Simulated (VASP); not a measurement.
# B in VASP: further runs

Runs on B. Level: PBE. Tasks: single point.

Everything below comes from runs of VASP 6.6.1. Logs are shortened: lines on timing, memory, paths and dates and some standing lists are left out, and cuts for length are marked.

## Step 1: The cell of the first run

The cell holds a sheet with vacuum, 2 atoms: a = 2.913 Å, b = 2.913 Å, c = 15.000 Å, α = 90.00°, β = 90.00°, γ = 120.00°.

## Step 2: Single point, PBE

The input, INCAR:

```
SYSTEM = B
PREC     = Accurate       ! precision mode
ENCUT    = 520            ! plane-wave cutoff, eV
EDIFF    = 1E-6           ! SCF threshold, eV
ISMEAR   = 0              ! smearing method
SIGMA    = 0.1            ! smearing width, eV
LREAL    = .FALSE.        ! projectors in reciprocal space
LASPH    = .TRUE.         ! aspherical terms in the spheres
NELM     = 80             ! most SCF steps
ALGO     = Normal         ! electronic algorithm
ISIF     = 2              ! what is computed and relaxed
LWAVE    = .FALSE.        ! write WAVECAR
LCHARG   = .FALSE.        ! write CHGCAR
LDIPOL   = .TRUE.       
IDIPOL   = 3            
DIPOL    = 0.5 0.5 0.500
GGA      = PE             ! functional
NBANDS   = 10             ! bands
```

The input, KPOINTS:

```
regular mesh
0
G
  6 6 1
  0 0 0
```

The input, POSCAR:

```
B
1.0
    2.9128100000      0.0000000000      0.0000000000
   -1.4564050000      2.5225670000      0.0000000000
    0.0000000000      0.0000000000     15.0000000000
B
2
Direct
    0.6666666700      0.3333333300      0.5029185100
    0.3333333300      0.6666666700      0.4970814900
```

Potentials or basis: VASP PAW PBE potentials, release 64 (B).

Started as:

```sh
cat potpaw_PBE.64/B/POTCAR > POTCAR
mpirun -np 1 vasp_std > vasp.out
```

OUTCAR:

```text
SYSTEM = B
   PREC = Accurate
   ENCUT = 520
   EDIFF = 1E-6
   ISMEAR = 0
   LREAL = .FALSE.
   LASPH = .TRUE.
   NELM = 80
   ISIF = 2
   GGA = PE

 ion  position               nearest neighbor table
   1  0.667  0.333  0.503-   2 1.68   2 1.68   2 1.68
   2  0.333  0.667  0.497-   1 1.68   1 1.68   1 1.68

  LATTYP: Found a hexagonal cell.
 ALAT       =     2.9128100000
 C/A-ratio  =     5.1496664733

  Lattice vectors:

 A1 = (   2.9128100000,   0.0000000000,   0.0000000000)
 A2 = (  -1.4564050000,   2.5225670000,   0.0000000000)
 A3 = (   0.0000000000,   0.0000000000,  15.0000000000)

Analysis of symmetry for initial positions (statically):
=====================================================================
 Subroutine PRICEL returns:
 Original cell was already a primitive cell.

 Routine SETGRP: Setting up the symmetry group for a
 hexagonal supercell.

 Subroutine GETGRP returns: Found 12 space group operations
 (whereof 12 operations were pure point group operations)
 out of a pool of 24 trial point group operations.

The static configuration has the point symmetry D_3d.

Analysis of symmetry for dynamics (positions and initial velocities):
=====================================================================
 Subroutine PRICEL returns:
 Original cell was already a primitive cell.

 Routine SETGRP: Setting up the symmetry group for a
 hexagonal supercell.

 Subroutine GETGRP returns: Found 12 space group operations
 (whereof 12 operations were pure point group operations)
 out of a pool of 24 trial point group operations.

The dynamic configuration has the point symmetry D_3d.

 Subroutine INISYM returns: Found 12 space group operations
 (whereof 12 operations are pure point group operations),
 and found     1 'primitive' translations

----------------------------------------------------------------------------------------

                                     Primitive cell

  volume of cell :     110.2164

  direct lattice vectors                    reciprocal lattice vectors
     2.912810000  0.000000000  0.000000000     0.343311098  0.198210791  0.000000000
    -1.456405000  2.522567000  0.000000000     0.000000000  0.396421582  0.000000000
     0.000000000  0.000000000 15.000000000     0.000000000  0.000000000  0.066666667

  length of vectors
     2.912810000  2.912809605 15.000000000     0.396421528  0.396421582  0.066666667

  position of ions in fractional coordinates (direct lattice)
     0.666666670  0.333333330  0.502918510
     0.333333330  0.666666670  0.497081490

  ion indices of the primitive-cell ions
   primitive index   ion index
                 1           1
                 2           2

----------------------------------------------------------------------------------------

 KPOINTS: regular mesh

Automatic generation of k-mesh.
 Grid dimensions read from file:
 generate k-points for:    6    6    1

 Generating k-lattice:

  Cartesian coordinates                     Fractional coordinates (reciprocal lattice)
     0.057218516  0.033035132  0.000000000     0.166666667  0.000000000  0.000000000
     0.000000000  0.066070264  0.000000000     0.000000000  0.166666667  0.000000000
     0.000000000  0.000000000  0.066666667     0.000000000  0.000000000  1.000000000

  Length of vectors
     0.066070255  0.066070264  0.066666667

  Shift w.r.t. Gamma in fractional coordinates (k-lattice)
     0.000000000  0.000000000  0.000000000

 Subroutine IBZKPT returns following result:
 ===========================================

 Found      7 irreducible k-points:

 Following reciprocal coordinates:
            Coordinates               Weight
  0.000000  0.000000  0.000000      1.000000
  0.166667  0.000000  0.000000      6.000000
  0.333333 -0.000000  0.000000      6.000000
  0.500000 -0.000000  0.000000      3.000000
  0.166667  0.166667  0.000000      6.000000
  0.333333  0.166667  0.000000     12.000000
  0.333333  0.333333  0.000000      2.000000
   k-points           NKPTS =      7   k-points in BZ     NKDIM =      7   number of bands    NBANDS=     10
   number of dos      NEDOS =    301   number of ions     NIONS =      2
   total plane-waves  NPLWV =  64512
   dimension x,y,z NGX =    24 NGY =   24 NGZ =  112
   dimension x,y,z NGXF=    48 NGYF=   48 NGZF=  224
   ions per type =               2
   NGX,Y,Z   is equivalent  to a cutoff of  13.70, 13.70, 12.41 a.u.
   NGXF,Y,Z  is equivalent  to a cutoff of  27.40, 27.40, 24.83 a.u.
 SYSTEM =  B
   PREC   = accura    normal or accurate (medium, high low for compatibility)
   ISTART =      0    job   : 0-new  1-cont  2-samecut
   ICHARG =      2    charge: 1-file 2-atom 10-const
   ISPIN  =      1    spin polarized calculation?
   LNONCOLLINEAR =      F non collinear calculations
   LSORBIT =      F    spin-orbit coupling
   LASPH  =      T    aspherical Exc in radial PAW
   ENCUT  =  520.0 eV  38.22 Ry    6.18 a.u.   5.42  5.42 27.89*2*pi/ulx,y,z
   NELM   =     80;   NELMIN=  2; NELMDL= -5     # of ELM steps
   EDIFF  = 0.1E-05   stopping-criterion for ELM
   LREAL  =      F    real-space projection
   EDIFFG = 0.1E-04   stopping-criterion for IOM
   NSW    =      0    number of steps for IOM
   IBRION =     -1    ionic relax: 0-MD 1-quasi-New 2-CG
   NFREE  =      0    steps in history (QN), initial steepest desc. (CG)
   ISIF   =      2    stress and relaxation
   ISYM   =      2    0-nonsym 1-usesym 2-fastsym
   POTIM  = 0.5000    time-step for ionic-motion
   TEBEG  =    0.0;   TEEND  =   0.0 temperature during run
   PSTRESS=    0.0 pullay stress
   NELECT =       6.0000    total number of electrons
   NUPDOWN=      -1.0000    fix difference up-down
   EMIN   =  10.00;   EMAX   =-10.00  energy-range for DOS
   EFERMI =   0.00;   METHOD = LEGACY
   ISMEAR =     0;   SIGMA  =   0.10  broadening in eV -4-tet -1-fermi 0-gaus
   EFERMI_NEDOS =   21; number of points for ismear=-14 and -15
   IALGO  =     38    algorithm
   IMIX   =      4    mixing-type and parameters
     AMIX     =   0.40;   BMIX     =  1.00
     AMIX_MAG =   1.60;   BMIX_MAG =  1.00
  volume/ion in A,a.u.               =      55.11       371.89
  Fermi-wavevector in a.u.,A,eV,Ry     =   0.620454  1.172489  5.237749  0.384964
  Thomas-Fermi vector in A             =   1.679611
   LORBIT       =      0    0 simple, 1 ext, 2 COOP (PROOUT), +10 PAW based schemes
   GGA     = PE    functional components
   LHFCALC =     F    Hartree Fock is set to
   AEXX    =    0.0000 exact exchange contribution
   IVDW    =     0    specifies the selected vdW correction
   LEPSILON=     F    determine dielectric tensor
   LRPA    =     F    only Hartree local field effects (RPA)
 non-spin polarized calculation
 Gauss-broadening in eV      SIGMA  =   0.10
  energy-cutoff  :      520.00
  volume of cell :      110.22
 maximum number of plane-waves:      3019
 NGX is ok and might be reduce to    24
   NGX = 11   NGY = 11   NGZ = 55

 number of electron       6.0000000 magnetization

 dipolmoment           0.000000      0.000000     -0.000000 electrons x Angstroem

 Free energy of the ion-electron system (eV)
  ---------------------------------------------------
  ext. energy  EPLUGINS =         0.00000000
  ---------------------------------------------------
  free energy    TOTEN  =       -10.80192160 eV

  energy without entropy =      -10.78354050  energy(sigma->0) =      -10.79273105

 E-fermi :  -4.3644     XC(G=0):  -2.7054

 val. band max:       -4.3766178839   @ k =   0.3333  -0.0000   0.0000
 cond. band min:      -4.0102517376   @ k =   0.1667   0.0000   0.0000
 fundamental gap:      0.3663661463
 Fermi energy:        -4.3644327985

 k-point     1 :       0.0000    0.0000    0.0000
  band No.  band energies     occupation
      1     -14.4762      2.00000
      2      -6.6136      2.00000
      3      -2.2825      0.00000
      4      -2.2825      0.00000
      5       0.5942      0.00000
      6       1.4301      0.00000
      7       1.9936      0.00000
      8       4.0186      0.00000
      9       4.6954      0.00000
     10       5.5974      0.00000

 k-point     2 :       0.1667    0.0000    0.0000
  band No.  band energies     occupation
      1     -13.9969      2.00000
      2      -6.0375      2.00000
      3      -4.0103      0.00000
      4      -3.1607      0.00000
      5       1.2294      0.00000
      6       2.0721      0.00000
      7       2.6373      0.00000
      8       4.6480      0.00000
      9       5.2001      0.00000
     10       5.6327      0.00000

 k-point     3 :       0.3333   -0.0000    0.0000
  band No.  band energies     occupation
      1     -12.5791      2.00000
      2      -7.2268      2.00000
      3      -4.3820      1.19652
      4      -4.3766      1.13682
      5       2.6193      0.00000
      6       3.2481      0.00000
      7       4.0335      0.00000
      8       4.5979      0.00000
      9       5.1118      0.00000
     10       6.5395      0.00000

 k-point     4 :       0.5000   -0.0000    0.0000
  band No.  band energies     occupation
      1     -10.5418      2.00000
      2      -9.9757      2.00000
      3      -4.8571      2.00000
      4      -2.6224      0.00000
      5       0.1759      0.00000
      6       4.8531      0.00000
      7       6.2536      0.00000
      8       6.3556      0.00000
      9       7.1053      0.00000
     10       7.1993      0.00000

 k-point     5 :       0.1667    0.1667    0.0000
  band No.  band energies     occupation
      1     -13.0485      2.00000
      2      -5.7978      2.00000
      3      -4.9136      2.00000
      4      -4.9050      2.00000
      5       2.4780      0.00000
      6       3.3437      0.00000
      7       3.7987      0.00000
      8       4.1522      0.00000
      9       5.8755      0.00000
     10       6.5615      0.00000

 k-point     6 :       0.3333    0.1667    0.0000
  band No.  band energies     occupation
      1     -11.2105      2.00000
      2      -8.5284      2.00000
      3      -6.1183      2.00000
      4      -2.8821      0.00000
      5       0.9476      0.00000
      6       5.0597      0.00000
      7       5.7628      0.00000
      8       6.5215      0.00000
      9       6.8298      0.00000
     10       7.5518      0.00000

 k-point     7 :       0.3333    0.3333    0.0000
  band No.  band energies     occupation
      1      -9.3194      2.00000
      2      -9.3194      2.00000
      3      -8.1344      2.00000
      4      -0.8704      0.00000
      5      -0.8704      0.00000
      6       5.7488      0.00000
      7       7.8951      0.00000
      8       7.8951      0.00000
      9       8.0782      0.00000
     10       9.6475      0.00000

------------------------ aborting loop because EDIFF is reached ----------------------------------------

 vacuum level on the upper side and lower side of the slab       (xc-potential included)        -0.105        -0.105

  FORCE on cell =-STRESS in cart. coord.  units (eV):
  Direction    XX          YY          ZZ          XY          YZ          ZX
  --------------------------------------------------------------------------------------
  -------------------------------------------------------------------------------------
  Total       -0.2934891     -0.2934890     -0.0475036     -0.0000000     -0.0000000      0.0000000
  in kB       -4.2663495     -4.2663479     -0.6905436     -0.0000000     -0.0000000      0.0000000
  external PRESSURE =      -3.0744137 kB  Pullay stress =       0.0000000 kB

 VOLUME and BASIS-vectors are now :
 -----------------------------------------------------------------------------
  energy-cutoff  :      520.00
  volume of cell :      110.22
      direct lattice vectors                 reciprocal lattice vectors
     2.912810000  0.000000000  0.000000000     0.343311098  0.198210791  0.000000000
    -1.456405000  2.522567000  0.000000000     0.000000000  0.396421582  0.000000000
     0.000000000  0.000000000 15.000000000     0.000000000  0.000000000  0.066666667

 POSITION                                       TOTAL-FORCE (eV/Angst)
 -----------------------------------------------------------------------------------
      1.45641      0.84086      7.54378         0.000000      0.000000     -0.461243
     -0.00000      1.68171      7.45622        -0.000000     -0.000000      0.461243
 -----------------------------------------------------------------------------------
    total drift:                                0.000000     -0.000000     -0.000000

  FREE ENERGIE OF THE ION-ELECTRON SYSTEM (eV)
  ---------------------------------------------------
  free  energy   TOTEN  =       -10.8019216018 eV

  energy  without entropy=      -10.7835405021  energy(sigma->0) =      -10.79273105

 vacuum level on the upper side and lower side of the slab         1.418         1.418
```

Wall time 11 s (1 thread of Intel Xeon Platinum 8259CL at 2.50GHz (Skylake/Cascade Lake), shared host); peak memory 0.22 GiB.

Results:

```
Free energy            : -10.8019 eV
Largest force          : 0.461 eV/Å
Band gap on the k mesh : zero (band 3 reaches -2.28 eV, above the bottom of band 4 at -4.91 eV)
```

Forces in eV/Å, atoms in the order of the input:
```
B    0.000  0.000 -0.461
B    0.000  0.000  0.461
```

Caveat: the k points lie up to 0.42 Å⁻¹ apart.

## Step 3: Single point, PBE

The input, INCAR:

```
ALGO     = Normal         # electronic algorithm
DIPOL    = 0.5 0.5 0.500
EDIFF    = 1E-6           # SCF threshold, eV
ENCUT    = 520            # plane-wave cutoff, eV
GGA      = PE             # functional
IDIPOL   = 3            
ISIF     = 2              # what is computed and relaxed
ISMEAR   = 0              # smearing method
LASPH    = T              # aspherical terms in the spheres
LCHARG   = T              # write CHGCAR
LDIPOL   = T            
LELF     = T              # ELF
LREAL    = F              # projectors in reciprocal space
LVACPOTAV= T            
LVHAR    = T            
LWAVE    = F              # write WAVECAR
NBANDS   = 10             # bands
NELM     = 60             # most SCF steps
PREC     = Accurate       # precision mode
SIGMA    = 0.1            # smearing width, eV
```

The input, KPOINTS:

```
k-points
0
Gamma
  6 6 1
```

POSCAR is that of step 2.

Potentials or basis: VASP PAW PBE potentials, release 64 (B).

Started as:

```sh
cat potpaw_PBE.64/B/POTCAR > POTCAR
mpirun -np 1 vasp_std > vasp.out
```

Run time: 13 s. Hardware: 1 thread of Intel Xeon Platinum 8259CL at 2.50GHz (Skylake/Cascade Lake), shared host; peak memory 0.22 GiB.

It converged, with:

- Free energy: -10.8019 eV
- Largest force: 0.461 eV/Å
- Band gap on the k mesh: zero (band 3 reaches -2.28 eV, above the bottom of band 4 at -4.91 eV)

Forces on the atoms (eV/Å):
```
B    0.000  0.000 -0.461
B    0.000  0.000  0.461
```

Levels at points of the mesh, in eV from the Fermi level:
```
           k point  band 1  band 2  band 3  band 4  band 5  band 6  band 7
(0.00, 0.00, 0.00)  -10.11   -2.25    2.08    2.08    4.96    5.79    6.36
(0.50, 0.00, 0.00)   -6.18   -5.61   -0.49    1.74    4.54    9.22   10.62
```

Caveat: the k points lie up to 0.42 Å⁻¹ apart.
